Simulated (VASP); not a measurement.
# W (P6/mmm) in VASP: relaxation of cell and atoms with r2SCAN

Aim: the relaxation of cell and atoms of W with r2SCAN.

All numbers are computed with VASP 6.6.1; they aren't measurements. Logs are shortened: lines on timing, memory, paths and dates and some standing lists are left out, and cuts for length are marked.

### Step 1. The cell of the first run

Symmetry: P6/mmm, No. 191, hexagonal system. The conventional cell has a = 2.767 Å, b = 2.767 Å, c = 2.579 Å, α = 90.00°, β = 90.00°, γ = 120.00°. Within 3.4 Å of W (site symmetry 6/mmm) lie 8 W at 2.58 to 2.77 Å.

This isn't the form of W at room conditions, which is bcc.

### Step 2. Relaxation of cell and atoms, r2SCAN

POSCAR reads:

```
W
1.0
    2.7668774581      0.0000000000      0.0000000000
   -1.3834387290      2.3961861678      0.0000000000
    0.0000000000      0.0000000000      2.5786792895
W
1
Direct
    0.0000000000      0.0000000000      0.0000000000
```

INCAR.step1 reads:

```
SYSTEM = W
  PREC = Accurate
  ENCUT = 600
  ISMEAR = 0
  SIGMA = 0.1
  LREAL = .False.
  LASPH = .True.
  NELM = 80
  GGA = PE
  ALGO = Normal
  EDIFF = 1E-4
  LWAVE = .True.
  LCHARG = .False.
```

INCAR.step2 reads:

```
SYSTEM = W
  PREC = Accurate
  ENCUT = 600
  EDIFF = 1E-6
  ISMEAR = 0
  SIGMA = 0.1
  LREAL = .False.
  LASPH = .True.
  NELM = 80
  ALGO = Normal
  ISIF = 3
  LWAVE = .False.
  LCHARG = .False.
  METAGGA = R2SCAN
  LMIXTAU = .True.
  IBRION = 2
  NSW = 100
  EDIFFG = -0.01
  ISTART = 1
```

KPOINTS reads:

```
regular mesh
0
Gamma
  24 24 22
  0 0 0
```

Potentials or basis: VASP PAW PBE potentials, release 64 (W_sv).

Command:

```
cat potpaw_PBE.64/W_sv/POTCAR > POTCAR
cp INCAR.step1 INCAR
mpirun -np 1 vasp_std > vasp.out
cp INCAR.step2 INCAR
mpirun -np 1 vasp_std > vasp.out
```

OUTCAR:

```text
SYSTEM = W
   PREC = Accurate
   ENCUT = 600
   EDIFF = 1E-6
   ISMEAR = 0
   LREAL = .False.
   LASPH = .True.
   NELM = 80
   ISIF = 3
   METAGGA = R2SCAN
   IBRION = 2
   NSW = 100
   EDIFFG = -0.01
   ISTART = 1

 ion  position               nearest neighbor table
   1  0.000  0.000  0.000-

  LATTYP: Found a hexagonal cell.
 ALAT       =     2.7668774581
 C/A-ratio  =     0.9319817479

  Lattice vectors:

 A1 = (   2.7668774581,   0.0000000000,   0.0000000000)
 A2 = (  -1.3834387290,   2.3961861678,   0.0000000000)
 A3 = (   0.0000000000,   0.0000000000,   2.5786792895)

Analysis of symmetry for initial positions (statically):
=====================================================================
 Subroutine PRICEL returns:
 Original cell was already a primitive cell.

 Routine SETGRP: Setting up the symmetry group for a
 hexagonal supercell.

 Subroutine GETGRP returns: Found 24 space group operations
 (whereof 24 operations were pure point group operations)
 out of a pool of 24 trial point group operations.

The static configuration has the point symmetry D_6h.

Analysis of symmetry for dynamics (positions and initial velocities):
=====================================================================
 Subroutine PRICEL returns:
 Original cell was already a primitive cell.

 Routine SETGRP: Setting up the symmetry group for a
 hexagonal supercell.

 Subroutine GETGRP returns: Found 24 space group operations
 (whereof 24 operations were pure point group operations)
 out of a pool of 24 trial point group operations.

The dynamic configuration has the point symmetry D_6h.

 Subroutine INISYM returns: Found 24 space group operations
 (whereof 24 operations are pure point group operations),
 and found     1 'primitive' translations

----------------------------------------------------------------------------------------

                                     Primitive cell

  volume of cell :      17.0965

  direct lattice vectors                    reciprocal lattice vectors
     2.766877458  0.000000000  0.000000000     0.361418247  0.208664922  0.000000000
    -1.383438729  2.396186168  0.000000000     0.000000000  0.417329844  0.000000000
     0.000000000  0.000000000  2.578679290     0.000000000  0.000000000  0.387795413

  length of vectors
     2.766877458  2.766877458  2.578679290     0.417329844  0.417329844  0.387795413

  position of ions in fractional coordinates (direct lattice)
     0.000000000  0.000000000  0.000000000

  ion indices of the primitive-cell ions
   primitive index   ion index
                 1           1

----------------------------------------------------------------------------------------

 KPOINTS: regular mesh

Automatic generation of k-mesh.
 Grid dimensions read from file:
 generate k-points for:   24   24   22

 Generating k-lattice:

  Cartesian coordinates                     Fractional coordinates (reciprocal lattice)
     0.015059094  0.008694372  0.000000000     0.041666667  0.000000000  0.000000000
     0.000000000  0.017388744  0.000000000     0.000000000  0.041666667  0.000000000
     0.000000000  0.000000000  0.017627064     0.000000000  0.000000000  0.045454545

  Length of vectors
     0.017388744  0.017388744  0.017627064

  Shift w.r.t. Gamma in fractional coordinates (k-lattice)
     0.000000000  0.000000000  0.000000000

 Subroutine IBZKPT returns following result:
 ===========================================

 Found    732 irreducible k-points:

 Following reciprocal coordinates:
            Coordinates               Weight
  0.000000  0.000000  0.000000      1.000000
  0.041667  0.000000  0.000000      6.000000
  0.083333  0.000000  0.000000      6.000000
  0.125000  0.000000  0.000000      6.000000
  0.166667  0.000000  0.000000      6.000000
  0.208333  0.000000  0.000000      6.000000
[... 16 lines left out ...]
  0.416667  0.041667  0.000000     12.000000
  0.458333  0.041667  0.000000     12.000000
 [... further k-points ...]
   k-points           NKPTS =    732   k-points in BZ     NKDIM =    732   number of bands    NBANDS=     11
   number of dos      NEDOS =    301   number of ions     NIONS =      1
   total plane-waves  NPLWV =  13824
   dimension x,y,z NGX =    24 NGY =   24 NGZ =   24
   dimension x,y,z NGXF=    48 NGYF=   48 NGZF=   48
   ions per type =               1
   NGX,Y,Z   is equivalent  to a cutoff of  14.42, 14.42, 15.47 a.u.
   NGXF,Y,Z  is equivalent  to a cutoff of  28.84, 28.84, 30.95 a.u.
 SYSTEM =  W
   PREC   = accura    normal or accurate (medium, high low for compatibility)
   ISTART =      1    job   : 0-new  1-cont  2-samecut
   ICHARG =      0    charge: 1-file 2-atom 10-const
   ISPIN  =      1    spin polarized calculation?
   LNONCOLLINEAR =      F non collinear calculations
   LSORBIT =      F    spin-orbit coupling
   LASPH  =      T    aspherical Exc in radial PAW
   ENCUT  =  600.0 eV  44.10 Ry    6.64 a.u.   5.53  5.53  5.15*2*pi/ulx,y,z
   NELM   =     80;   NELMIN=  2; NELMDL=  0     # of ELM steps
   EDIFF  = 0.1E-05   stopping-criterion for ELM
   LREAL  =      F    real-space projection
   EDIFFG = -.1E-01   stopping-criterion for IOM
   NSW    =    100    number of steps for IOM
   IBRION =      2    ionic relax: 0-MD 1-quasi-New 2-CG
   NFREE  =      1    steps in history (QN), initial steepest desc. (CG)
   ISIF   =      3    stress and relaxation
   ISYM   =      2    0-nonsym 1-usesym 2-fastsym
   POTIM  = 0.5000    time-step for ionic-motion
   TEBEG  =    0.0;   TEEND  =   0.0 temperature during run
   PSTRESS=    0.0 pullay stress
   NELECT =      14.0000    total number of electrons
   NUPDOWN=      -1.0000    fix difference up-down
   EMIN   =  10.00;   EMAX   =-10.00  energy-range for DOS
   EFERMI =   0.00;   METHOD = LEGACY
   ISMEAR =     0;   SIGMA  =   0.10  broadening in eV -4-tet -1-fermi 0-gaus
   EFERMI_NEDOS =   21; number of points for ismear=-14 and -15
   IALGO  =     38    algorithm
   IMIX   =      4    mixing-type and parameters
     AMIX     =   0.40;   BMIX     =  1.00
     AMIX_MAG =   1.60;   BMIX_MAG =  1.00
  volume/ion in A,a.u.               =      17.10       115.37
  Fermi-wavevector in a.u.,A,eV,Ry     =   1.531610  2.894324 31.916950  2.345830
  Thomas-Fermi vector in A             =   2.638931
   LORBIT       =      0    0 simple, 1 ext, 2 COOP (PROOUT), +10 PAW based schemes
   METAGGA = R2SCAN    functional components
   LHFCALC =     F    Hartree Fock is set to
   AEXX    =    0.0000 exact exchange contribution
   IVDW    =     0    specifies the selected vdW correction
   LEPSILON=     F    determine dielectric tensor
   LRPA    =     F    only Hartree local field effects (RPA)
 conjugate gradient relaxation of ions
 non-spin polarized calculation
 Gauss-broadening in eV      SIGMA  =   0.10
  energy-cutoff  :      600.00
  volume of cell :       17.10
 maximum number of plane-waves:       599
 NGX is ok and might be reduce to    24
   NGX = 11   NGY = 11   NGZ = 11

--------------------------------------- Ionic step        1  -------------------------------------------

 number of electron      13.9999999 magnetization

 Free energy of the ion-electron system (eV)
  ---------------------------------------------------
  ext. energy  EPLUGINS =         0.00000000
  ---------------------------------------------------
  free energy    TOTEN  =       -50.10240672 eV

  energy without entropy =      -50.09921554  energy(sigma->0) =      -50.10081113

------------------------ aborting loop because EDIFF is reached ----------------------------------------

  FORCE on cell =-STRESS in cart. coord.  units (eV):
  Direction    XX          YY          ZZ          XY          YZ          ZX
  --------------------------------------------------------------------------------------
  -------------------------------------------------------------------------------------
  Total        0.1653471      0.1653471      0.4239747      0.0000000     -0.0000000     -0.0000000
  in kB       15.4952726     15.4952726     39.7322134      0.0000000     -0.0000000     -0.0000000
  external PRESSURE =      23.5742529 kB  Pullay stress =       0.0000000 kB

 VOLUME and BASIS-vectors are now :
 -----------------------------------------------------------------------------
  energy-cutoff  :      600.00
  volume of cell :       17.10
      direct lattice vectors                 reciprocal lattice vectors
     2.766877458  0.000000000  0.000000000     0.361418247  0.208664922  0.000000000
    -1.383438729  2.396186168  0.000000000     0.000000000  0.417329844  0.000000000
     0.000000000  0.000000000  2.578679290     0.000000000  0.000000000  0.387795413

 POSITION                                       TOTAL-FORCE (eV/Angst)
 -----------------------------------------------------------------------------------
      0.00000      0.00000      0.00000         0.000000      0.000000      0.000000
 -----------------------------------------------------------------------------------
    total drift:                                0.000000     -0.000000      0.000000

  FREE ENERGIE OF THE ION-ELECTRON SYSTEM (eV)
  ---------------------------------------------------
  free  energy   TOTEN  =       -50.1024067191 eV

  energy  without entropy=      -50.0992155388  energy(sigma->0) =      -50.10081113

--------------------------------------- Ionic step        2  -------------------------------------------

 number of electron      13.9999999 magnetization

 E-fermi :   9.8144     XC(G=0): -14.1173

 val. band max:        9.8040188529   @ k =   0.2500   0.0833   0.5000
 cond. band min:       9.8150123392   @ k =   0.3333   0.0417   0.5000
 fundamental gap:      0.0109934864
 Fermi energy:         9.8143898451

 k-point     1 :       0.0000    0.0000    0.0000
  band No.  band energies     occupation
      1     -66.2948      2.00000
      2     -29.2884      2.00000
      3     -29.2337      2.00000
      4     -29.2337      2.00000
      5       0.3912      2.00000
      6       4.9461      2.00000
      7       8.9724      2.00000
      8       8.9724      2.00000
      9      14.8339      0.00000
     10      14.8339      0.00000
     11      22.9476      0.00000

 k-point     2 :       0.0417    0.0000    0.0000
  band No.  band energies     occupation
      1     -66.2930      2.00000
      2     -29.2862      2.00000
      3     -29.2550      2.00000
      4     -29.2385      2.00000
      5       0.4646      2.00000
      6       4.9786      2.00000
      7       8.8884      2.00000
      8       9.0417      2.00000
      9      14.7334      0.00000
     10      14.8190      0.00000
     11      23.1291      0.00000
[... 400 lines left out ...]
 POSITION                                       TOTAL-FORCE (eV/Angst)
 -----------------------------------------------------------------------------------
      1.38395      2.39707      2.59921        -0.000000     -0.000000      0.000000
 -----------------------------------------------------------------------------------
    total drift:                                0.000000     -0.000000     -0.000000

  FREE ENERGIE OF THE ION-ELECTRON SYSTEM (eV)
  ---------------------------------------------------
  free  energy   TOTEN  =       -50.1039117387 eV

  energy  without entropy=      -50.1002528826  energy(sigma->0) =      -50.10208231

--------------------------------------- Ionic step        5  -------------------------------------------

 number of electron      13.9999999 magnetization

 Free energy of the ion-electron system (eV)
  ---------------------------------------------------
  ext. energy  EPLUGINS =         0.00000000
  ---------------------------------------------------
  free energy    TOTEN  =       -50.10403720 eV

  energy without entropy =      -50.10047747  energy(sigma->0) =      -50.10225734

 E-fermi :  10.1500     XC(G=0): -14.2843

 val. band max:       10.1494608080   @ k =   0.1250   0.0000   0.1818
 cond. band min:      10.1507935626   @ k =   0.2500   0.0833   0.4545
 fundamental gap:      0.0013327545
 Fermi energy:        10.1499541400

 k-point     1 :       0.0000    0.0000    0.0000
  band No.  band energies     occupation
      1     -65.9177      2.00000
      2     -28.8457      2.00000
      3     -28.8325      2.00000
      4     -28.8325      2.00000
      5       0.6002      2.00000
      6       5.1375      2.00000
      7       9.2724      2.00000
      8       9.2724      2.00000
      9      15.3908      0.00000
     10      15.3908      0.00000
     11      23.2757      0.00000

 k-point     2 :       0.0417    0.0000    0.0000
  band No.  band energies     occupation
      1     -65.9158      2.00000
      2     -28.8554      2.00000
      3     -28.8434      2.00000
      4     -28.8376      2.00000
      5       0.6753      2.00000
      6       5.1706      2.00000
      7       9.1854      2.00000
      8       9.3436      2.00000
      9      15.2883      0.00000
     10      15.3755      0.00000
     11      23.4635      0.00000
[... 330 lines left out ...]
 POSITION                                       TOTAL-FORCE (eV/Angst)
 -----------------------------------------------------------------------------------
      0.00000      0.00000      0.00000        -0.000000      0.000000      0.000000
 -----------------------------------------------------------------------------------
    total drift:                                0.000000     -0.000000     -0.000000

  FREE ENERGIE OF THE ION-ELECTRON SYSTEM (eV)
  ---------------------------------------------------
  free  energy   TOTEN  =       -50.1040372047 eV

  energy  without entropy=      -50.1004774739  energy(sigma->0) =      -50.10225734

 reached required accuracy - stopping structural energy minimisation
```

Wall time 27 min (1 thread of Oxide Virtual Turin-like, shared host); peak memory 0.27 GiB.

Results:

- Free energy: -50.1040 eV
- Relaxed volume: 17.26 Å³/atom
- Relaxed cell: a = 2.771 Å, b = 2.771 Å, c = 2.596 Å, α = 90.00°, β = 90.00°, γ = 120.00°
- Space group after relaxing (to 0.1 Å): P6/mmm (No. 191)
- Energy gained by relaxing: 1.6 meV/atom
- Ionic steps: 5
- Pressure after relaxing: 0.0 GPa
- Band gap on the k mesh: zero (bands 7 and 8 overlap by 2.23 eV)

Step by step:
```csv
step,energy change (eV),largest force (eV/Å),pressure (GPa),volume (Å³)
1,0.0000,0.0000,2.36,17.10
2,0.0079,0.0000,-5.98,17.73
3,-0.0016,0.0000,-0.19,17.27
4,-0.0015,0.0000,0.31,17.25
5,-0.0016,0.0000,0.00,17.26
```

Final structure:
```
CELL_PARAMETERS angstrom
2.77102 0.00000 0.00000
-1.38551 2.39978 0.00000
0.00000 0.00000 2.59592
ATOMIC_POSITIONS crystal
W 0.00000 0.00000 0.00000
```

Levels at points of the mesh, in eV from the Fermi level:
| k point | band 4 | band 5 | band 6 | band 7 | band 8 | band 9 | band 10 | band 11 |
| --- | --- | --- | --- | --- | --- | --- | --- | --- |
| (0.00, 0.00, 0.00) | -38.98 | -9.55 | -5.01 | -0.88 | -0.88 | 5.24 | 5.24 | 13.13 |
| (0.50, 0.00, 0.00) | -38.86 | -6.08 | -4.06 | -0.20 | 1.41 | 4.41 | 5.51 | 9.84 |
| (0.00, 0.00, 0.50) | -38.84 | -5.77 | -1.23 | 0.07 | 0.07 | 1.30 | 1.30 | 10.21 |
| (0.50, 0.00, 0.50) | -39.12 | -5.85 | -4.10 | -0.21 | 5.57 | 5.93 | 6.15 | 7.20 |

Caveat: the PAW data sets were made with another functional, which shifts forces and pressure a little; spin-orbit coupling is left out, which moves the levels of the heavy elements.
